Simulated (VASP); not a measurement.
Input of a VASP 6.6.1 run:

File INCAR:

```
SYSTEM = NaCl
PREC = Accurate
ENCUT = 500
EDIFF = 1E-6
ISMEAR = 0
SIGMA = 0.017
LREAL = .False.
LASPH = .True.
NELM = 120
ALGO = Normal
ISIF = 2
LWAVE = .False.
LCHARG = .False.
GGA = PE
NBANDS = 14
GGA_COMPAT = .False.
```

Contents of KPOINTS:

```
Automatic mesh
0
Gamma
  8 8 8
  0 0 0
```

The input POSCAR:

```
NaCl
1.0
    3.5021900000      0.0000000000      0.0000000000
    0.0000000000      3.5021900000      0.0000000000
    0.0000000000      0.0000000000      3.5021900000
Cl Na
1 1
Direct
    0.5000000000      0.5000000000      0.5000000000
    0.0000000000      0.0000000000      0.0000000000
```

Potentials or basis: VASP PAW PBE potentials, release 64 (Cl, Na_pv).

Command:

```bash
$ cat potpaw_PBE.64/Cl/POTCAR potpaw_PBE.64/Na_pv/POTCAR > POTCAR
$ mpirun -np 1 vasp_std > vasp.out
```

(1) Predict the pressure.

(2) What does it give for the band gap on the k mesh?

Results:

(1) 0.0 GPa.

(2) 3.98 eV (least direct gap 4.47 eV).
